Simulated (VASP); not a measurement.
# Li (Fm-3m) in VASP: notebook

Li is run at these levels: r2SCAN; tasks: single point.

All numbers are computed with VASP 6.6.1; they aren't measurements. Logs are shortened: lines on timing, memory, paths and dates and some standing lists are left out, and cuts for length are marked.

**1. The cell of the first run**

Symmetry: Fm-3m, No. 225, cubic system. Conventional cell: a = 4.194 Å, b = 4.194 Å, c = 4.194 Å, α = 90.00°, β = 90.00°, γ = 90.00°. Li (site symmetry m-3m) has 12 Li at 2.97 Å within 3.9 Å.

This isn't the form of Li at room conditions, which is bcc.

**2. Single point, r2SCAN (18.44 Å³/atom)**

POSCAR reads:

```
Li
1.0
    0.0000000000      2.0969201466      2.0969201466
    2.0969201466      0.0000000000      2.0969201466
    2.0969201466      2.0969201466      0.0000000000
Li
1
Direct
    0.0000000000      0.0000000000      0.0000000000
```

INCAR.step1 reads:

```
SYSTEM = Li
PREC = Accurate
ENCUT = 520
ISMEAR = 0
SIGMA = 0.1
LREAL = .False.
LASPH = .True.
NELM = 100
NBANDS = 8
GGA = PE
ALGO = Normal
EDIFF = 1E-4
LWAVE = .True.
LCHARG = .False.
```

INCAR.step2 reads:

```
SYSTEM = Li
PREC = Accurate
ENCUT = 520
EDIFF = 1E-6
ISMEAR = 0
SIGMA = 0.1
LREAL = .False.
LASPH = .True.
NELM = 100
ALGO = Normal
ISIF = 2
LWAVE = .False.
LCHARG = .False.
METAGGA = R2SCAN
LMIXTAU = .True.
NBANDS = 8
ISTART = 1
```

KPOINTS reads:

```
regular mesh
0
Gamma
  16 16 16
  0 0 0
```

Potentials or basis: VASP PAW PBE potentials, release 64 (Li_sv).

Started as:

```
> cat potpaw_PBE.64/Li_sv/POTCAR > POTCAR
> cp INCAR.step1 INCAR
> mpirun -np 1 vasp_std > vasp.out
> cp INCAR.step2 INCAR
> mpirun -np 1 vasp_std > vasp.out
```

OUTCAR:

```text
SYSTEM = Li
   PREC = Accurate
   ENCUT = 520
   EDIFF = 1E-6
   ISMEAR = 0
   LREAL = .False.
   LASPH = .True.
   NELM = 100
   ISIF = 2
   METAGGA = R2SCAN
   ISTART = 1

 ion  position               nearest neighbor table
   1  0.000  0.000  0.000-

  LATTYP: Found a face centered cubic cell.
 ALAT       =     4.1938402932

  Lattice vectors:

 A1 = (   0.0000000000,   2.0969201466,   2.0969201466)
 A2 = (   2.0969201466,   0.0000000000,   2.0969201466)
 A3 = (   2.0969201466,   2.0969201466,   0.0000000000)

Analysis of symmetry for initial positions (statically):
=====================================================================
 Subroutine PRICEL returns:
 Original cell was already a primitive cell.

 Routine SETGRP: Setting up the symmetry group for a
 face centered cubic supercell.

 Subroutine GETGRP returns: Found 48 space group operations
 (whereof 48 operations were pure point group operations)
 out of a pool of 48 trial point group operations.

The static configuration has the point symmetry O_h .

Analysis of symmetry for dynamics (positions and initial velocities):
=====================================================================
 Subroutine PRICEL returns:
 Original cell was already a primitive cell.

 Routine SETGRP: Setting up the symmetry group for a
 face centered cubic supercell.

 Subroutine GETGRP returns: Found 48 space group operations
 (whereof 48 operations were pure point group operations)
 out of a pool of 48 trial point group operations.

The dynamic configuration has the point symmetry O_h .

 Subroutine INISYM returns: Found 48 space group operations
 (whereof 48 operations are pure point group operations),
 and found     1 'primitive' translations

----------------------------------------------------------------------------------------

                                     Primitive cell

  volume of cell :      18.4406

  direct lattice vectors                    reciprocal lattice vectors
     0.000000000  2.096920147  2.096920147    -0.238444941  0.238444941  0.238444941
     2.096920147  0.000000000  2.096920147     0.238444941 -0.238444941  0.238444941
     2.096920147  2.096920147  0.000000000     0.238444941  0.238444941 -0.238444941

  length of vectors
     2.965492911  2.965492911  2.965492911     0.412998752  0.412998752  0.412998752

  position of ions in fractional coordinates (direct lattice)
     0.000000000  0.000000000  0.000000000

  ion indices of the primitive-cell ions
   primitive index   ion index
                 1           1

----------------------------------------------------------------------------------------

 KPOINTS: regular mesh

Automatic generation of k-mesh.
 Grid dimensions read from file:
 generate k-points for:   16   16   16

 Generating k-lattice:

  Cartesian coordinates                     Fractional coordinates (reciprocal lattice)
    -0.014902809  0.014902809  0.014902809     0.062500000  0.000000000  0.000000000
     0.014902809 -0.014902809  0.014902809     0.000000000  0.062500000  0.000000000
     0.014902809  0.014902809 -0.014902809     0.000000000  0.000000000  0.062500000

  Length of vectors
     0.025812422  0.025812422  0.025812422

  Shift w.r.t. Gamma in fractional coordinates (k-lattice)
     0.000000000  0.000000000  0.000000000

 Subroutine IBZKPT returns following result:
 ===========================================

 Found    145 irreducible k-points:

 Following reciprocal coordinates:
            Coordinates               Weight
  0.000000  0.000000  0.000000      1.000000
  0.062500  0.000000  0.000000      8.000000
  0.125000  0.000000  0.000000      8.000000
  0.187500  0.000000  0.000000      8.000000
  0.250000  0.000000  0.000000      8.000000
  0.312500  0.000000  0.000000      8.000000
[... 16 lines left out ...]
 -0.125000  0.062500  0.000000     24.000000
 -0.062500  0.062500  0.000000     12.000000
 [... further k-points ...]
   k-points           NKPTS =    145   k-points in BZ     NKDIM =    145   number of bands    NBANDS=      8
   number of dos      NEDOS =    301   number of ions     NIONS =      1
   total plane-waves  NPLWV =  13824
   dimension x,y,z NGX =    24 NGY =   24 NGZ =   24
   dimension x,y,z NGXF=    48 NGYF=   48 NGZF=   48
   ions per type =               1
   NGX,Y,Z   is equivalent  to a cutoff of  13.45, 13.45, 13.45 a.u.
   NGXF,Y,Z  is equivalent  to a cutoff of  26.91, 26.91, 26.91 a.u.
 SYSTEM =  Li
   PREC   = accura    normal or accurate (medium, high low for compatibility)
   ISTART =      1    job   : 0-new  1-cont  2-samecut
   ICHARG =      0    charge: 1-file 2-atom 10-const
   ISPIN  =      1    spin polarized calculation?
   LNONCOLLINEAR =      F non collinear calculations
   LSORBIT =      F    spin-orbit coupling
   LASPH  =      T    aspherical Exc in radial PAW
   ENCUT  =  520.0 eV  38.22 Ry    6.18 a.u.   5.51  5.51  5.51*2*pi/ulx,y,z
   NELM   =    100;   NELMIN=  2; NELMDL=  0     # of ELM steps
   EDIFF  = 0.1E-05   stopping-criterion for ELM
   LREAL  =      F    real-space projection
   EDIFFG = 0.1E-04   stopping-criterion for IOM
   NSW    =      0    number of steps for IOM
   IBRION =     -1    ionic relax: 0-MD 1-quasi-New 2-CG
   NFREE  =      0    steps in history (QN), initial steepest desc. (CG)
   ISIF   =      2    stress and relaxation
   ISYM   =      2    0-nonsym 1-usesym 2-fastsym
   POTIM  = 0.5000    time-step for ionic-motion
   TEBEG  =    0.0;   TEEND  =   0.0 temperature during run
   PSTRESS=    0.0 pullay stress
   NELECT =       3.0000    total number of electrons
   NUPDOWN=      -1.0000    fix difference up-down
   EMIN   =  10.00;   EMAX   =-10.00  energy-range for DOS
   EFERMI =   0.00;   METHOD = LEGACY
   ISMEAR =     0;   SIGMA  =   0.10  broadening in eV -4-tet -1-fermi 0-gaus
   EFERMI_NEDOS =   21; number of points for ismear=-14 and -15
   IALGO  =     38    algorithm
   IMIX   =      4    mixing-type and parameters
     AMIX     =   0.40;   BMIX     =  1.00
     AMIX_MAG =   1.60;   BMIX_MAG =  1.00
  volume/ion in A,a.u.               =      18.44       124.44
  Fermi-wavevector in a.u.,A,eV,Ry     =   0.893696  1.688841 10.866882  0.798693
  Thomas-Fermi vector in A             =   2.015807
   LORBIT       =      0    0 simple, 1 ext, 2 COOP (PROOUT), +10 PAW based schemes
   METAGGA = R2SCAN    functional components
   LHFCALC =     F    Hartree Fock is set to
   AEXX    =    0.0000 exact exchange contribution
   IVDW    =     0    specifies the selected vdW correction
   LEPSILON=     F    determine dielectric tensor
   LRPA    =     F    only Hartree local field effects (RPA)
 non-spin polarized calculation
 Gauss-broadening in eV      SIGMA  =   0.10
  energy-cutoff  :      520.00
  volume of cell :       18.44
 maximum number of plane-waves:       531
 NGX is ok and might be reduce to    24
   NGX = 11   NGY = 11   NGZ = 11

 number of electron       3.0000003 magnetization

 Free energy of the ion-electron system (eV)
  ---------------------------------------------------
  ext. energy  EPLUGINS =         0.00000000
  ---------------------------------------------------
  free energy    TOTEN  =        -2.37170552 eV

  energy without entropy =       -2.36972133  energy(sigma->0) =       -2.37071343

 E-fermi :   0.8815     XC(G=0):  -7.7033

 val. band max:        0.8533516049   @ k =   0.5000   0.0000   0.0000
 cond. band min:       0.8944123809   @ k =   0.5000   0.0625   0.0000
 fundamental gap:      0.0410607760
 Fermi energy:         0.8814700741

 k-point     1 :       0.0000    0.0000    0.0000
  band No.  band energies     occupation
      1     -47.0071      2.00000
      2      -3.0942      2.00000
      3      17.9610      0.00000
      4      17.9610      0.00000
      5      17.9623      0.00000
      6      21.4430      0.00000
      7      21.4430      0.00000
      8      21.4432      0.00000

 k-point     2 :       0.0625    0.0000    0.0000
  band No.  band energies     occupation
      1     -47.0060      2.00000
      2      -3.0158      2.00000
      3      16.8623      0.00000
      4      17.7226      0.00000
      5      17.7236      0.00000
      6      20.9095      0.00000
      7      21.8334      0.00000
      8      21.8337      0.00000

 k-point     3 :       0.1250    0.0000    0.0000
  band No.  band energies     occupation
      1     -47.0029      2.00000
      2      -2.7800      2.00000
      3      14.6636      0.00000
      4      17.2297      0.00000
      5      17.2306      0.00000
      6      20.9420      0.00000
      7      22.6775      0.00000
      8      22.6781      0.00000

 k-point     4 :       0.1875    0.0000    0.0000
  band No.  band energies     occupation
      1     -46.9984      2.00000
      2      -2.3880      2.00000
      3      12.3410      0.00000
      4      16.7395      0.00000
      5      16.7403      0.00000
      6      21.2290      0.00000
      7      22.9902      0.00000
      8      22.9910      0.00000

 k-point     5 :       0.2500    0.0000    0.0000
  band No.  band energies     occupation
      1     -46.9931      2.00000
      2      -1.8423      2.00000
      3      10.1361      0.00000
      4      16.3508      0.00000
      5      16.3516      0.00000
      6      21.4005      0.00000
      7      22.1351      0.00000
      8      22.1357      0.00000

 k-point     6 :       0.3125    0.0000    0.0000
  band No.  band energies     occupation
      1     -46.9877      2.00000
      2      -1.1519      2.00000
      3       8.1260      0.00000
      4      16.0906      0.00000
      5      16.0914      0.00000
      6      21.1190      0.00000
      7      21.1195      0.00000
      8      21.1914      0.00000

 k-point     7 :       0.3750    0.0000    0.0000
  band No.  band energies     occupation
      1     -46.9832      2.00000
      2      -0.3511      2.00000
      3       6.3697      0.00000
      4      15.9470      0.00000
      5      15.9478      0.00000
      6      20.2932      0.00000
      7      20.2936      0.00000
      8      20.8245      0.00000
[... 133 lines left out ...]
 k-point    20 :      -0.3125    0.0625    0.0000
  band No.  band energies     occupation
      1     -46.9855      2.00000
      2      -0.8189      2.00000
      3       7.5412      0.00000
      4      14.7590      0.00000
      5      16.5957      0.00000
      6      19.8843      0.00000
      7      20.4240      0.00000
      8      23.1139      0.00000

 k-point    21 :      -0.2500    0.0625    0.0000
  band No.  band energies     occupation
      1     -46.9906      2.00000
      2      -1.5545      2.00000
      3       9.4687      0.00000
      4      14.8848      0.00000
      5      17.0623      0.00000
      6      20.6998      0.00000
      7      21.1467      0.00000
      8      22.8427      0.00000

 k-point    22 :      -0.1875    0.0625    0.0000
  band No.  band energies     occupation
      1     -46.9959      2.00000
      2      -2.1515      2.00000
      3      11.5996      0.00000
      4      15.1857      0.00000
      5      17.5205      0.00000
      6      21.1795      0.00000
      7      22.0601      0.00000
      8      22.8098      0.00000

 k-point    23 :      -0.1250    0.0625    0.0000
  band No.  band energies     occupation
      1     -47.0007      2.00000
      2      -2.5963      2.00000
      3      13.8602      0.00000
      4      15.6564      0.00000
      5      17.9200      0.00000
      6      20.9224      0.00000
      7      22.2467      0.00000
      8      23.7307      0.00000

 k-point    24 :      -0.0625    0.0625    0.0000
  band No.  band energies     occupation
      1     -47.0042      2.00000
      2      -2.8844      2.00000
      3      15.9823      0.00000
      4      16.3688      0.00000
      5      18.0670      0.00000
      6      20.6700      0.00000
      7      21.7290      0.00000
      8      23.3129      0.00000

 [... further k-points ...]

------------------------ aborting loop because EDIFF is reached ----------------------------------------

  FORCE on cell =-STRESS in cart. coord.  units (eV):
  Direction    XX          YY          ZZ          XY          YZ          ZX
  --------------------------------------------------------------------------------------
  -------------------------------------------------------------------------------------
  Total        0.2203844      0.2203844      0.2203844      0.0000000      0.0000000      0.0000000
  in kB       19.1476610     19.1476610     19.1476610      0.0000000      0.0000000      0.0000000
  external PRESSURE =      19.1476610 kB  Pullay stress =       0.0000000 kB

 VOLUME and BASIS-vectors are now :
 -----------------------------------------------------------------------------
  energy-cutoff  :      520.00
  volume of cell :       18.44
      direct lattice vectors                 reciprocal lattice vectors
     0.000000000  2.096920147  2.096920147    -0.238444941  0.238444941  0.238444941
     2.096920147  0.000000000  2.096920147     0.238444941 -0.238444941  0.238444941
     2.096920147  2.096920147  0.000000000     0.238444941  0.238444941 -0.238444941

 POSITION                                       TOTAL-FORCE (eV/Angst)
 -----------------------------------------------------------------------------------
      0.00000      0.00000      0.00000         0.000000     -0.000000      0.000000
 -----------------------------------------------------------------------------------
    total drift:                                0.000000      0.000000     -0.000000

  FREE ENERGIE OF THE ION-ELECTRON SYSTEM (eV)
  ---------------------------------------------------
  free  energy   TOTEN  =        -2.3717055189 eV

  energy  without entropy=       -2.3697213313  energy(sigma->0) =       -2.37071343
```

It took 2.3 min on 1 thread of Intel Xeon 8259CL, shared host; peak memory 0.14 GiB.

What came out:

```
Free energy            : -2.3717 eV
Band gap on the k mesh : zero (an odd number of electrons rules out a gap without spin polarisation)
```

Levels at points of the mesh, in eV from the Fermi level:
```tsv
k point	band 1	band 2	band 3	band 4	band 5	band 6
(0.00, 0.00, 0.00)	-47.89	-3.98	17.08	17.08	17.08	20.56
(0.50, 0.00, 0.00)	-47.86	-0.03	3.51	15.00	15.00	18.69
(0.50, 0.50, 0.00)	-47.85	1.79	5.41	9.91	9.91	11.92
```

Caveat: the cutoff is under 1.25 times the usual one of these potentials, so pressure, stress and relaxed cells hold a basis-set (Pulay) error; the PAW data sets were made with another functional, which shifts forces and pressure a little.

**3. Single point, r2SCAN (19.07 Å³/atom)**

This run uses another cell than the first one, of 19.07 Å³/atom.

POSCAR reads:

```
Li
1.0
    0.0000000000      2.1204830193      2.1204830193
    2.1204830193      0.0000000000      2.1204830193
    2.1204830193      2.1204830193      0.0000000000
Li
1
Direct
    0.0000000000      0.0000000000      0.0000000000
```

INCAR.step1 reads:

```
SYSTEM = Li
PREC     = Accurate       ! precision mode
ENCUT    = 520            ! plane-wave cutoff, eV
ISMEAR   = 0              ! smearing method
SIGMA    = 0.1            ! smearing width, eV
LREAL    = .FALSE.        ! projectors in reciprocal space
LASPH    = .TRUE.         ! aspherical terms in the spheres
NELM     = 100            ! most SCF steps
NBANDS   = 8              ! bands
GGA      = PE             ! functional
ALGO     = Normal         ! electronic algorithm
EDIFF    = 1E-4           ! SCF threshold, eV
LWAVE    = .TRUE.         ! write WAVECAR
LCHARG   = .FALSE.        ! write CHGCAR
```

INCAR.step2 reads:

```
SYSTEM = Li
PREC     = Accurate       ! precision mode
ENCUT    = 520            ! plane-wave cutoff, eV
EDIFF    = 1E-7           ! SCF threshold, eV
ISMEAR   = 0              ! smearing method
SIGMA    = 0.1            ! smearing width, eV
LREAL    = .FALSE.        ! projectors in reciprocal space
LASPH    = .TRUE.         ! aspherical terms in the spheres
NELM     = 100            ! most SCF steps
ALGO     = Normal         ! electronic algorithm
ISIF     = 2              ! what is computed and relaxed
LWAVE    = .FALSE.        ! write WAVECAR
LCHARG   = .FALSE.        ! write CHGCAR
METAGGA  = R2SCAN         ! meta-GGA
LMIXTAU  = .TRUE.       
NBANDS   = 8              ! bands
ISTART   = 1
```

KPOINTS reads:

```
Automatic mesh
0
G
  16 16 16
  0 0 0
```

Potentials or basis: VASP PAW PBE potentials, release 64 (Li_sv).

Started as:

```
> cat potpaw_PBE.64/Li_sv/POTCAR > POTCAR
> cp INCAR.step1 INCAR
> mpirun -np 1 vasp_std > vasp.out
> cp INCAR.step2 INCAR
> mpirun -np 1 vasp_std > vasp.out
```

Run time: 1.9 min. Hardware: 1 thread of Intel Xeon 8259CL, shared host; peak memory 0.14 GiB.

It converged, with:

```
Free energy            : -2.3790 eV
Band gap on the k mesh : zero (an odd number of electrons rules out a gap without spin polarisation)
```

Levels at points of the mesh, in eV from the Fermi level:
| k point | band 1 | band 2 | band 3 | band 4 | band 5 | band 6 |
| --- | --- | --- | --- | --- | --- | --- |
| (0.00, 0.00, 0.00) | -47.93 | -3.94 | 16.69 | 16.69 | 16.69 | 20.14 |
| (0.50, 0.00, 0.00) | -47.91 | -0.01 | 3.39 | 14.65 | 14.65 | 18.31 |
| (0.50, 0.50, 0.00) | -47.90 | 1.76 | 5.27 | 9.69 | 9.69 | 11.69 |

Caveat: the cutoff is under 1.25 times the usual one of these potentials, so pressure, stress and relaxed cells hold a basis-set (Pulay) error; the PAW data sets were made with another functional, which shifts forces and pressure a little.

**4. Single point, r2SCAN (19.70 Å³/atom)**

This run uses another cell than the first one, of 19.70 Å³/atom.

POSCAR reads:

```
Li
1.0
    0.0000000000      2.1435335537      2.1435335537
    2.1435335537      0.0000000000      2.1435335537
    2.1435335537      2.1435335537      0.0000000000
Li
1
Direct
    0.0000000000      0.0000000000      0.0000000000
```

INCAR.step1 reads:

```
PREC = Accurate
ENCUT = 520
ISMEAR = 0
SIGMA = 0.1
LREAL = False
LASPH = True
NELM = 100
NBANDS = 8
GGA = PE
ALGO = Normal
EDIFF = 1E-4
LWAVE = True
LCHARG = False
```

INCAR.step2 reads:

```
PREC = Accurate
ENCUT = 520
EDIFF = 1E-6
ISMEAR = 0
SIGMA = 0.1
LREAL = False
LASPH = True
NELM = 100
ALGO = Normal
ISIF = 2
LWAVE = False
LCHARG = False
METAGGA = R2SCAN
LMIXTAU = True
NBANDS = 8
ISTART = 1
```

KPOINTS reads:

```
Automatic mesh
0
Gamma
  16 16 16
```

Started as:

```
> cat potpaw_PBE.64/Li_sv/POTCAR > POTCAR
> cp INCAR.step1 INCAR
> mpirun -np 1 vasp_std > vasp.out
> cp INCAR.step2 INCAR
> mpirun -np 1 vasp_std > vasp.out
```

Run time: 1.8 min. Hardware: 1 thread of Intel Xeon 8259CL, shared host; peak memory 0.14 GiB.

The run converged. Its results:

```yaml
Free_energy: -2.3838 eV
Band_gap_on_the_k_mesh: zero (an odd number of electrons rules out a gap without spin polarisation)
```

Levels at points of the mesh, in eV from the Fermi level:
```csv
k point,band 1,band 2,band 3,band 4,band 5,band 6
"(0.00, 0.00, 0.00)",-47.97,-3.90,16.32,16.32,16.32,19.74
"(0.50, 0.00, 0.00)",-47.95,0.00,3.26,14.33,14.33,17.96
"(0.50, 0.50, 0.00)",-47.95,1.73,5.15,9.49,9.49,11.47
```

Caveat: the cutoff is under 1.25 times the usual one of these potentials, so pressure, stress and relaxed cells hold a basis-set (Pulay) error; the PAW data sets were made with another functional, which shifts forces and pressure a little.

[end of part 1 of 2]

The gap in the log of VASP goes by the Fermi energy; the results here count the filled bands.